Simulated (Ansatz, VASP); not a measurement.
**Ti5Si in VASP and in Ansatz**

```
Ti Si
1.0
     2.48849    1.43673    4.39181
    -2.48849    1.43673    4.39181
     0.00000   -2.87346    4.39181
Ti Si
5 1
Direct
  0.15142 0.15142 0.15142
  0.60473 0.39527 0.00000
  0.00000 0.60473 0.39527
  0.84858 0.84858 0.84858
  0.39527 0.00000 0.60473
  0.50000 0.50000 0.50000
```

Alike in both runs: functional PBEsol; k mesh 3 × 3 × 3; occupations gaussian, width 0.1 eV; no spin polarisation.

Ansatz relaxed the structure, and its values are those at the end. VASP's run is a single point on that final structure, the one shown.

```csv
,VASP,Ansatz
version,VASP 6.6.1,Ansatz 0.2.0
potentials or method,"VASP PAW PBE potentials, release 64 (Ti_sv, Si), cutoff 520 eV","scalar-relativistic, plane waves, PAW"
valence electrons in the cell,64,64
```

|  | VASP | Ansatz | Ansatz less VASP |
| --- | --- | --- | --- |
| gap on the k mesh at the Fermi level (eV) | none | none | - |
| pressure (GPa) | -0.1 | 0.0 | +0.14 |

VASP's potentials were made for PBE, not for PBEsol. A gap of «none» marks a metal or a gap that the smearing closes.

The k mesh is coarse, so the values compare programs but aren't converged.
